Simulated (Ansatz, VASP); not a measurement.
Co in VASP and in Ansatz

Contents of INCAR:

```
PREC = Accurate
ENCUT = 520
EDIFF = 1E-8
ISMEAR = -1
SIGMA = 0.03
LREAL = False
LASPH = True
NELM = 150
ALGO = Normal
ISIF = 2
LWAVE = False
LCHARG = False
ISPIN = 2
MAGMOM = 2 2
LORBIT = 11
LMAXMIX = 4
LEFG = True
NBANDS = 20
```

The input KPOINTS:

```
regular mesh
0
Gamma
  17 17 9
```

The input POSCAR:

```
Co
1.0
    2.4300935040      0.0000000000      0.0000000000
   -1.2150467520      2.1045227081      0.0000000000
    0.0000000000      0.0000000000      3.9529759265
Co
2
Direct
    0.3333333333      0.6666666667      0.2500000000
    0.6666666667      0.3333333333      0.7500000000
```

Input for Ansatz:

```yaml
crystal:
  lattice:
    - [2.430093504, 0.0, 0.0]
    - [-1.215046752, 2.1045227081, 0.0]
    - [0.0, 0.0, 3.9529759265]
  atoms:
    - { symbol: Co, position: [0.3333333333, 0.6666666667, 0.25], spin: 2.0 }
    - { symbol: Co, position: [0.6666666667, 0.3333333333, 0.75], spin: 2.0 }
magnetization:
  spin_polarized: true
kpoints:
  mp_grid: { grid: [17, 17, 9] }
scf:
  occupations: { method: fermi_dirac, width: 0.03 }
hamiltonian:
  xc: lda
  pseudopotentials: { kind: paw }
output:
  forces: true
  stress: true
  eigenvalues: true
  efg: { contact_densities: true }
  write_density: true
  write_potential: true
  elf: true
  volumetric_format: npy
```

Change from the starting cell: volume scaled by 0.95, PAW files.

Alike in both runs: task electric field gradients; functional LDA; k mesh 17 × 17 × 9; occupations fermi-dirac, width 0.03 eV; collinear spin.

|  | VASP | Ansatz |
| --- | --- | --- |
| version | VASP 6.6.1 | Ansatz 0.2.0 |
| potentials or method | VASP PAW LDA potentials, release 64 (Co) | PAW with Ansatz's default frozen-core files, scalar-relativistic |
| plane-wave cutoff (eV) | 520 | 420 |
| valence electrons in the cell | 18 | 34 |

```tsv
	VASP	Ansatz	Ansatz less VASP
pressure (GPa)	-3.9	-2.6	+1.28
traceless stress, the component that is largest in VASP (GPa)	-1.88	-1.70	+0.180
net moment per atom (μB)	1.49	1.52	+0.036
size of the moment on the site where the two differ most (μB)	1.48	1.57	+0.086
size of Vzz on the site where it differs most (V/Å²)	4.0	3.4	-0.59
```

LDA's correlation is that of Perdew and Zunger in VASP and of Perdew and Wang (1992) in Ansatz. Site moments also hang on the region over which each program counts them. VASP's potentials hold 18 valence electrons a cell and Ansatz's 34, so a difference there can come from the potentials and not from the codes.
